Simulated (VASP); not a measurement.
# Zn (C2/m) in VASP: single point with PBE

Aim: the single point of Zn with PBE.

All numbers are computed with VASP 6.6.1; they aren't measurements. Logs are shortened: lines on timing, memory, paths and dates and some standing lists are left out, and cuts for length are marked.

## (1) The cell of the first run

Symmetry: C2/m, No. 12, monoclinic system. Conventional cell: a = 4.625 Å, b = 2.670 Å, c = 4.966 Å, α = 90.00°, β = 90.00°, γ = 90.00°. Within 2.3 Å of Zn (site symmetry m) lie 1 Zn at 1.70 Å.

## (2) Single point, PBE, collinear spin

INCAR

```
SYSTEM = Zn
PREC = Accurate
ENCUT = 520
EDIFF = 1E-6
ISMEAR = -1
SIGMA = 0.05
LREAL = .False.
LASPH = .True.
NELM = 150
ALGO = Normal
ISIF = 2
LWAVE = .False.
LCHARG = .False.
ISPIN = 2
MAGMOM = 0.2 0.2
LORBIT = 11
GGA = PE
NBANDS = 23
```

KPOINTS

```
regular mesh
0
Gamma
  13 13 6
  0 0 0
```

POSCAR

```
Zn
1.0
    2.6700000000      0.0000000000      0.0000000000
   -1.3350000000      2.3122878281      0.0000000000
    0.0000000000      0.0000000000      4.9660000000
Zn
2
Direct
    0.1933333333      0.5966666667      0.1450000000
    0.8066666667      0.4033333333      0.8550000000
```

Potentials or basis: VASP PAW PBE potentials, release 64 (Zn).

Command:

```sh
$ cat potpaw_PBE.64/Zn/POTCAR > POTCAR
$ mpirun -np 1 vasp_std > vasp.out
```

OUTCAR:

```text
SYSTEM = Zn
   PREC = Accurate
   ENCUT = 520
   EDIFF = 1E-6
   ISMEAR = -1
   LREAL = .False.
   LASPH = .True.
   NELM = 150
   ISIF = 2
   ISPIN = 2
   LORBIT = 11
   GGA = PE

 ion  position               nearest neighbor table
   1  0.193  0.597  0.145-   2 1.70   2 2.42   2 2.42
   2  0.807  0.403  0.855-   1 1.70   1 2.42   1 2.42

  LATTYP: Found a hexagonal cell.
 ALAT       =     2.6700000000
 C/A-ratio  =     1.8599250936

  Lattice vectors:

 A1 = (   2.6700000000,   0.0000000000,   0.0000000000)
 A2 = (  -1.3350000000,   2.3122878281,   0.0000000000)
 A3 = (   0.0000000000,   0.0000000000,   4.9660000000)

Analysis of symmetry for initial positions (statically):
=====================================================================
 Subroutine PRICEL returns:
 Original cell was already a primitive cell.

 Routine SETGRP: Setting up the symmetry group for a
 hexagonal supercell.

 Subroutine GETGRP returns: Found  4 space group operations
 (whereof  4 operations were pure point group operations)
 out of a pool of 24 trial point group operations.

The static configuration has the point symmetry C_2h.

Analysis of symmetry for dynamics (positions and initial velocities):
=====================================================================
 Subroutine PRICEL returns:
 Original cell was already a primitive cell.

 Routine SETGRP: Setting up the symmetry group for a
 hexagonal supercell.

 Subroutine GETGRP returns: Found  4 space group operations
 (whereof  4 operations were pure point group operations)
 out of a pool of 24 trial point group operations.

The dynamic configuration has the point symmetry C_2h.

Analysis of structural, dynamic, and magnetic symmetry:
=====================================================================
 Subroutine PRICEL returns:
 Original cell was already a primitive cell.

 Routine SETGRP: Setting up the symmetry group for a
 hexagonal supercell.

 Subroutine GETGRP returns: Found  4 space group operations
 (whereof  4 operations were pure point group operations)
 out of a pool of 24 trial point group operations.

The overall configuration has the point symmetry C_2h.

 Subroutine INISYM returns: Found  4 space group operations
 (whereof  4 operations are pure point group operations),
 and found     1 'primitive' translations

----------------------------------------------------------------------------------------

                                     Primitive cell

[... 112 lines left out ...]
  Fermi-wavevector in a.u.,A,eV,Ry     =   1.508778  2.851177 30.972445  2.276410
  Thomas-Fermi vector in A             =   2.619187
   LORBIT       =     11    0 simple, 1 ext, 2 COOP (PROOUT), +10 PAW based schemes
   GGA     = PE    functional components
   LHFCALC =     F    Hartree Fock is set to
   AEXX    =    0.0000 exact exchange contribution
   IVDW    =     0    specifies the selected vdW correction
   LEPSILON=     F    determine dielectric tensor
   LRPA    =     F    only Hartree local field effects (RPA)
 spin polarized calculation
  energy-cutoff  :      520.00
  volume of cell :       30.66
 maximum number of plane-waves:       851
   NGX =  9   NGY =  9   NGZ = 19

 number of electron      23.9999994 magnetization      -0.0001396

 number of electron      23.9999994 magnetization       0.0000454

 Free energy of the ion-electron system (eV)
  ---------------------------------------------------
  ext. energy  EPLUGINS =         0.00000000
  ---------------------------------------------------
  free energy    TOTEN  =         3.31174636 eV

  energy without entropy =        3.31886321  energy(sigma->0) =        3.31530479

 E-fermi :   3.2128     XC(G=0): -11.0881

 val. band max:        3.2111480385   @ k =  -0.1538   0.4615   0.1667
 cond. band min:       3.2242336455   @ k =  -0.2308  -0.4615   0.5000
 fundamental gap:      0.0130856070
 Fermi energy:         3.2127628162

 spin component 1

 k-point     1 :       0.0000    0.0000    0.0000
  band No.  band energies     occupation
      1      -8.8396      1.00000
      2      -7.6771      1.00000
      3      -7.6258      1.00000
      4      -6.8520      1.00000
      5      -6.0969      1.00000
      6      -5.5500      1.00000
[... 613 lines left out ...]
     22      23.3336      0.00000
     23      25.8139      0.00000

 [... further k-points ...]

 spin component 2

 k-point     1 :       0.0000    0.0000    0.0000
  band No.  band energies     occupation
      1      -8.8396      1.00000
      2      -7.6770      1.00000
      3      -7.6258      1.00000
      4      -6.8520      1.00000
      5      -6.0968      1.00000
      6      -5.5500      1.00000
[... 613 lines left out ...]
     22      23.3337      0.00000
     23      25.8140      0.00000

 [... further k-points ...]

------------------------ aborting loop because EDIFF is reached ----------------------------------------

  FORCE on cell =-STRESS in cart. coord.  units (eV):
  Direction    XX          YY          ZZ          XY          YZ          ZX
  --------------------------------------------------------------------------------------
  -------------------------------------------------------------------------------------
  Total       10.2822750      5.7679747     26.1678721      3.9094987      7.1645298     12.4093146
  in kB      537.3285615    301.4213825   1367.4741342    204.3016100    374.4022105    648.4828665
  external PRESSURE =     735.4080260 kB  Pullay stress =       0.0000000 kB

 VOLUME and BASIS-vectors are now :
 -----------------------------------------------------------------------------
  energy-cutoff  :      520.00
  volume of cell :       30.66
      direct lattice vectors                 reciprocal lattice vectors
     2.670000000  0.000000000  0.000000000     0.374531835  0.216236056  0.000000000
    -1.335000000  2.312287828  0.000000000     0.000000000  0.432472112  0.000000000
     0.000000000  0.000000000  4.966000000     0.000000000  0.000000000  0.201369311

 POSITION                                       TOTAL-FORCE (eV/Angst)
 -----------------------------------------------------------------------------------
     -0.28035      1.37967      0.72007         8.645299      4.991366     18.687967
      1.61535      0.93262      4.24593        -8.645299     -4.991366    -18.687967
 -----------------------------------------------------------------------------------
    total drift:                                0.000000      0.000000     -0.000000

  FREE ENERGIE OF THE ION-ELECTRON SYSTEM (eV)
  ---------------------------------------------------
  free  energy   TOTEN  =         3.3117463648 eV

  energy  without entropy=        3.3188632077  energy(sigma->0) =        3.31530479

 total charge

# of ion       s       p       d       tot
------------------------------------------
    1        0.756   0.698   9.861  11.316
    2        0.756   0.698   9.861  11.316
--------------------------------------------------
tot          1.513   1.397  19.722  22.631

 magnetization (x)

# of ion       s       p       d       tot
------------------------------------------
    1       -0.000   0.000   0.000   0.000
    2       -0.000   0.000   0.000   0.000
--------------------------------------------------
tot         -0.000   0.000   0.000   0.000
```

stdout:

```text
POSCAR found type information on POSCAR Zn
 POSCAR found :  1 types and       2 ions
 scaLAPACK will be used
 LDA part: xc-table for (Slater+PW92), standard interpolation
 POSCAR, INCAR and KPOINTS ok, starting setup
 FFT: planning ... GRIDC
 FFT: planning ... GRID_SOFT
 FFT: planning ... GRID
 WAVECAR not read
 entering main loop
```

Wall time 6.1 min (1 thread of Oxide Virtual Turin-like, shared host); peak memory 0.32 GiB.

Results:

* Free energy: 3.3117 eV
* Pressure: 73.5 GPa
* Largest force: 21.187 eV/Å
* Band gap on the k mesh: zero (filled and empty bands overlap)
* Net moment: 0.00 μB per cell
* Valence electrons inside the program's atomic spheres: Zn 11.32

Forces on the atoms (eV/Å):
```
Zn    8.645   4.991  18.688
Zn   -8.645  -4.991 -18.688
```

Stress tensor (GPa, compression positive):
```
 53.73  20.43  64.85
 20.43  30.14  37.44
 64.85  37.44 136.75
```

Caveat: atoms lie so close that the PAW spheres overlap strongly, which falsifies energies and pressures; the stress differs along the axes, from 30 to 137 GPa; forces of over 1 eV/Å act on the atoms, so gaps and moduli don't describe the material at rest.
